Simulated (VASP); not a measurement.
# AlNi3 (R-3m) in VASP: further runs

AlNi3 is run at these levels: PBEsol; tasks: single point.

All numbers are computed with VASP 6.6.1; they aren't measurements. Logs are shortened: lines on timing, memory, paths and dates and some standing lists are left out, and cuts for length are marked.

### Step 1. The cell of the first run

It takes space group R-3m (No. 166, trigonal). Conventional cell: a = 4.205 Å, b = 4.205 Å, c = 8.586 Å, α = 90.00°, β = 90.00°, γ = 120.00°. Within 2.9 Å of Al (site symmetry -3m) lie 14 Ni at 2.15 to 2.82 Å. Within 2.9 Å of Ni (site symmetry 3m) lie 4 Al at 2.15 to 2.53 Å and 10 Ni at 2.15 to 2.82 Å. Ni (site symmetry -3m) has 8 Ni at 2.15 to 2.53 Å and 6 Al at 2.82 Å within 2.9 Å.

### Step 2. Single point, PBEsol (10.96 Å³/atom)

Input file INCAR:

```
ALGO = Fast
EDIFF = 1E-7
ENCUT = 520
GGA = PS
ISIF = 2
ISMEAR = 0
LASPH = True
LCHARG = True
LELF = True
LREAL = False
LVHAR = True
LWAVE = False
NBANDS = 24
NELM = 60
PREC = Accurate
SIGMA = 0.15
```

Input file KPOINTS:

```
k-points
0
Gamma
  14 14 14
```

Input file POSCAR:

```
AlNi3
1.0
   -0.3298442156      2.6435110930      2.6435110930
    2.6435110930     -0.3298442156      2.6435110930
    2.6435110930      2.6435110930     -0.3298442156
Al Ni
1 3
Direct
    0.5000000000      0.5000000000      0.5000000000
    0.2500000000      0.2500000000      0.2500000000
    0.0000000000      0.0000000000      0.0000000000
    0.7500000000      0.7500000000      0.7500000000
```

Potentials or basis: VASP PAW PBE potentials, release 64 (Al, Ni).

Command:

```bash
> cat potpaw_PBE.64/Al/POTCAR potpaw_PBE.64/Ni/POTCAR > POTCAR
> mpirun -np 1 vasp_std > vasp.out
```

OUTCAR:

```text
EDIFF = 1E-7
   ENCUT = 520
   GGA = PS
   ISIF = 2
   ISMEAR = 0
   LASPH = True
   LREAL = False
   NELM = 60
   PREC = Accurate

 ion  position               nearest neighbor table
   1  0.500  0.500  0.500-   2 2.15   4 2.15   2 2.53   2 2.53   2 2.53   4 2.53   4 2.53   4 2.53
                             3 2.82   3 2.82   3 2.82   3 2.82   3 2.82   3 2.82
   2  0.250  0.250  0.250-   1 2.15   3 2.15   3 2.53   3 2.53   3 2.53   1 2.53   1 2.53   1 2.53
                             4 2.82   4 2.82   4 2.82   4 2.82   4 2.82   4 2.82
   3  0.000  0.000  0.000-   2 2.15   4 2.15   4 2.53   4 2.53   4 2.53   2 2.53   2 2.53   2 2.53
                             1 2.82   1 2.82   1 2.82   1 2.82   1 2.82   1 2.82
   4  0.750  0.750  0.750-   1 2.15   3 2.15   1 2.53   1 2.53   1 2.53   3 2.53   3 2.53   3 2.53
                             2 2.82   2 2.82   2 2.82   2 2.82   2 2.82   2 2.82

  LATTYP: Found a trigonal (rhomboedric) cell.
 ALAT       =     3.7530119909
 COS(alpha) =     0.3723266135

  Lattice vectors:

 A1 = (  -0.3298442156,   2.6435110930,   2.6435110930)
 A2 = (   2.6435110930,  -0.3298442156,   2.6435110930)
 A3 = (   2.6435110930,   2.6435110930,  -0.3298442156)

Analysis of symmetry for initial positions (statically):
=====================================================================
 Subroutine PRICEL returns:
 Original cell was already a primitive cell.

 Routine SETGRP: Setting up the symmetry group for a
 trigonal (rhombohedral) supercell.

 Subroutine GETGRP returns: Found 12 space group operations
 (whereof 12 operations were pure point group operations)
 out of a pool of 12 trial point group operations.

The static configuration has the point symmetry D_3d.

Analysis of symmetry for dynamics (positions and initial velocities):
=====================================================================
 Subroutine PRICEL returns:
 Original cell was already a primitive cell.

 Routine SETGRP: Setting up the symmetry group for a
 trigonal (rhombohedral) supercell.

 Subroutine GETGRP returns: Found 12 space group operations
 (whereof 12 operations were pure point group operations)
 out of a pool of 12 trial point group operations.

The dynamic configuration has the point symmetry D_3d.

 Subroutine INISYM returns: Found 12 space group operations
 (whereof 12 operations are pure point group operations),
 and found     1 'primitive' translations

----------------------------------------------------------------------------------------

                                     Primitive cell

[... 92 lines left out ...]
   ENCUT  =  520.0 eV  38.22 Ry    6.18 a.u.   6.98  6.98  6.98*2*pi/ulx,y,z
   NELM   =     60;   NELMIN=  2; NELMDL= -5     # of ELM steps
   EDIFF  = 0.1E-06   stopping-criterion for ELM
   LREAL  =      F    real-space projection
   EDIFFG = 0.1E-05   stopping-criterion for IOM
   NSW    =      0    number of steps for IOM
   IBRION =     -1    ionic relax: 0-MD 1-quasi-New 2-CG
   NFREE  =      0    steps in history (QN), initial steepest desc. (CG)
   ISIF   =      2    stress and relaxation
   ISYM   =      2    0-nonsym 1-usesym 2-fastsym
   POTIM  = 0.5000    time-step for ionic-motion
   TEBEG  =    0.0;   TEEND  =   0.0 temperature during run
   PSTRESS=    0.0 pullay stress
   NELECT =      33.0000    total number of electrons
   NUPDOWN=      -1.0000    fix difference up-down
   EMIN   =  10.00;   EMAX   =-10.00  energy-range for DOS
   EFERMI =   0.00;   METHOD = LEGACY
   ISMEAR =     0;   SIGMA  =   0.15  broadening in eV -4-tet -1-fermi 0-gaus
   EFERMI_NEDOS =   21; number of points for ismear=-14 and -15
   IALGO  =     68    algorithm
   IMIX   =      4    mixing-type and parameters
     AMIX     =   0.40;   BMIX     =  1.00
     AMIX_MAG =   1.60;   BMIX_MAG =  1.00
  volume/ion in A,a.u.               =      10.96        73.94
  Fermi-wavevector in a.u.,A,eV,Ry     =   1.489373  2.814507 30.180872  2.218232
  Thomas-Fermi vector in A             =   2.602290
   LORBIT       =      0    0 simple, 1 ext, 2 COOP (PROOUT), +10 PAW based schemes
   GGA     = PS    functional components
   LHFCALC =     F    Hartree Fock is set to
   AEXX    =    0.0000 exact exchange contribution
   IVDW    =     0    specifies the selected vdW correction
   LEPSILON=     F    determine dielectric tensor
   LRPA    =     F    only Hartree local field effects (RPA)
 non-spin polarized calculation
 RMM-DIIS sequential band-by-band and
 Gauss-broadening in eV      SIGMA  =   0.15
  energy-cutoff  :      520.00
  volume of cell :       43.83
 maximum number of plane-waves:      1201
   NGX = 13   NGY = 13   NGZ = 13

 number of electron      33.0000022 magnetization

 Free energy of the ion-electron system (eV)
  ---------------------------------------------------
  ext. energy  EPLUGINS =         0.00000000
  ---------------------------------------------------
  free energy    TOTEN  =       -22.94410903 eV

  energy without entropy =      -22.91175190  energy(sigma->0) =      -22.92793047

 E-fermi :   9.9024     XC(G=0): -12.9602

 val. band max:        9.8980736765   @ k =  -0.4286  -0.4286   0.0714
 cond. band min:       9.9028894371   @ k =  -0.4286   0.4286   0.2143
 fundamental gap:      0.0048157606
 Fermi energy:         9.9023556676

 k-point     1 :       0.0000    0.0000    0.0000
  band No.  band energies     occupation
      1      -0.3517      2.00000
      2       6.1515      2.00000
      3       6.1515      2.00000
      4       6.2207      2.00000
      5       6.2207      2.00000
      6       6.5645      2.00000
[... 637 lines left out ...]
     23      17.8475      0.00000
     24      19.1832      0.00000

 [... further k-points ...]
[... 5 lines left out ...]
  --------------------------------------------------------------------------------------
  -------------------------------------------------------------------------------------
  Total        2.5641478      2.5641478      2.5641478      6.8896090      6.8896090      6.8896090
  in kB       93.7401192     93.7401192     93.7401192    251.8703413    251.8703413    251.8703413
  external PRESSURE =      93.7401192 kB  Pullay stress =       0.0000000 kB

 VOLUME and BASIS-vectors are now :
 -----------------------------------------------------------------------------
  energy-cutoff  :      520.00
  volume of cell :       43.83
      direct lattice vectors                 reciprocal lattice vectors
    -0.329844216  2.643511093  2.643511093    -0.156971030  0.179349354  0.179349354
     2.643511093 -0.329844216  2.643511093     0.179349354 -0.156971030  0.179349354
     2.643511093  2.643511093 -0.329844216     0.179349354  0.179349354 -0.156971030

 POSITION                                       TOTAL-FORCE (eV/Angst)
 -----------------------------------------------------------------------------------
      2.47859      2.47859      2.47859         0.000000      0.000000      0.000000
      1.23929      1.23929      1.23929         0.182921      0.182921      0.182921
      0.00000      0.00000      0.00000         0.000000      0.000000     -0.000000
      3.71788      3.71788      3.71788        -0.182921     -0.182921     -0.182921
 -----------------------------------------------------------------------------------
    total drift:                                0.000000     -0.000000      0.000000

  FREE ENERGIE OF THE ION-ELECTRON SYSTEM (eV)
  ---------------------------------------------------
  free  energy   TOTEN  =       -22.9441090285 eV

  energy  without entropy=      -22.9117519028  energy(sigma->0) =      -22.92793047
```

stdout:

```text
POSCAR found type information on POSCAR AlNi
 POSCAR found :  2 types and       4 ions
 scaLAPACK will be used
 -----------------------------------------------------------------------------
|                                                                             |
|                                                                             |
|     You enforced a specific xc type in the INCAR file but a different       |
|     I HOPE YOU KNOW WHAT YOU ARE DOING!                                     |
|                                                                             |
 -----------------------------------------------------------------------------

 LDA part: xc-table for (Slater+PW92), standard interpolation
 POSCAR, INCAR and KPOINTS ok, starting setup
 FFT: planning ... GRIDC
 FFT: planning ... GRID_SOFT
 FFT: planning ... GRID
 WAVECAR not read
 entering main loop
```

It took 7.8 min on 1 thread of Intel Xeon Platinum 8259CL at 2.50GHz (Skylake/Cascade Lake), shared host; peak memory 0.35 GiB.

What came out:

* Free energy: -22.9441 eV
* Pressure: 9.4 GPa
* Largest force: 0.317 eV/Å
* Band gap on the k mesh: zero (an odd number of electrons rules out a gap without spin polarisation)

Forces on the atoms (eV/Å):
```
Al   0.000  0.000  0.000
Ni   0.183  0.183  0.183
Ni   0.000  0.000  0.000
Ni  -0.183 -0.183 -0.183
```

Levels at points of the mesh, in eV from the Fermi level:
```tsv
k point	band 14	band 15	band 16	band 17	band 18	band 19
(0.00, 0.00, 0.00)	-0.66	-0.38	-0.38	4.73	4.73	5.23
(0.50, 0.00, 0.00)	-0.68	-0.42	-0.37	-0.12	4.41	4.55
(0.50, 0.50, 0.00)	-0.62	-0.53	-0.41	-0.16	-0.13	-0.02
(0.50, 0.50, 0.50)	-0.95	-0.35	-0.35	-0.12	3.35	3.35
```

Caveat: the cell stands under pressure; the PAW data sets were made with another functional, which shifts forces and pressure a little. Spin polarisation is off, so any magnetic state and its effect on volume and gap are missing.

### Step 3. Single point, PBEsol (10.96 Å³/atom)

Input file INCAR:

```
PREC = Accurate
ENCUT = 520
EDIFF = 1E-7
ISMEAR = 0
SIGMA = 0.15
LREAL = F
LASPH = T
NELM = 100
ALGO = Fast
ISIF = 2
LWAVE = F
LCHARG = F
GGA = PS
NBANDS = 24
```

Input file KPOINTS:

```
Automatic mesh
0
Gamma
  14 14 14
```

Input file POSCAR:

```
AlNi3
1.0
    0.3504476647      2.9840723992      2.9840723992
    2.9840723992      0.3504476647      2.9840723992
    2.9840723992      2.9840723992      0.3504476647
Al Ni
1 3
Direct
    0.5000000000      0.5000000000      0.5000000000
    0.2500000000      0.2500000000      0.2500000000
    0.0000000000      0.0000000000      0.0000000000
    0.7500000000      0.7500000000      0.7500000000
```

Potentials or basis: VASP PAW PBE potentials, release 64 (Al, Ni).

Command:

```bash
> cat potpaw_PBE.64/Al/POTCAR potpaw_PBE.64/Ni/POTCAR > POTCAR
> mpirun -np 1 vasp_std > vasp.out
```

Run time: 8.7 min. Hardware: 1 thread of Intel Xeon Platinum 8259CL at 2.50GHz (Skylake/Cascade Lake), shared host; peak memory 0.37 GiB.

The run converged. Its results:

* Free energy: -23.3662 eV
* Pressure: 6.3 GPa
* Largest force: 0.102 eV/Å
* Band gap on the k mesh: zero (an odd number of electrons rules out a gap without spin polarisation)

Forces on the atoms (eV/Å):
```
Al   0.000  0.000  0.000
Ni  -0.059 -0.059 -0.059
Ni   0.000  0.000  0.000
Ni   0.059  0.059  0.059
```

Stress tensor (GPa, compression positive):
```
  6.27 -12.49 -12.49
-12.49   6.27 -12.49
-12.49 -12.49   6.27
```

Levels at points of the mesh, in eV from the Fermi level:
```
           k point  band 14  band 15  band 16  band 17  band 18  band 19
(0.00, 0.00, 0.00)    -0.64    -0.33    -0.33     3.16     4.13     6.42
(0.50, 0.00, 0.00)    -0.50    -0.46    -0.43    -0.13     3.34     3.87
(0.50, 0.50, 0.00)    -0.66    -0.57    -0.24    -0.21    -0.19    -0.04
(0.50, 0.50, 0.50)    -0.53    -0.32    -0.32    -0.16     5.48     5.48
```

Caveat: the cell stands under pressure; the PAW data sets were made with another functional, which shifts forces and pressure a little. Spin polarisation is off, so any magnetic state and its effect on volume and gap are missing.
